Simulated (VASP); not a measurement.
The system is I.

```
CELL_PARAMETERS angstrom
-2.04083 2.04083 2.04083
2.04083 -2.04083 2.04083
2.04083 2.04083 -2.04083
ATOMIC_POSITIONS crystal
I 0.00000 0.00000 0.00000
```

- Program: VASP 6.6.1
- Task: relaxation of cell and atoms
- Functional: PBE
- Potentials or basis: VASP PAW PBE potentials, release 64 (I)
- Cutoff: 600 eV
- k mesh: 13 × 13 × 13
- Occupations: fermi-dirac, width 0.1 eV
- Spin: no spin polarisation

At the start: pressure 1.6 GPa; volume 34.00 Å³/atom.

Problem. Where does the relaxation end?

Solution. Over 3 steps the energy falls by 9.8 meV/atom and the volume is 36.14 Å³/atom (+6.3 %); space group Im-3m (No. 229, to 0.05 Å).

The path:
```tsv
step	energy change (eV)	largest force (eV/Å)	pressure (GPa)	volume (Å³)
1	0.0000	0.0000	1.59	34.00
2	-0.0094	0.0000	0.27	35.68
3	-0.0098	0.0000	-0.02	36.14
```

Final structure:
```
CELL_PARAMETERS angstrom
-2.08268 2.08268 2.08268
2.08268 -2.08268 2.08268
2.08268 2.08268 -2.08268
ATOMIC_POSITIONS crystal
I 0.00000 0.00000 0.00000
```

Caveat: an odd number of electrons without spin polarisation forces a metal; a magnetic or distorted state may lie lower.
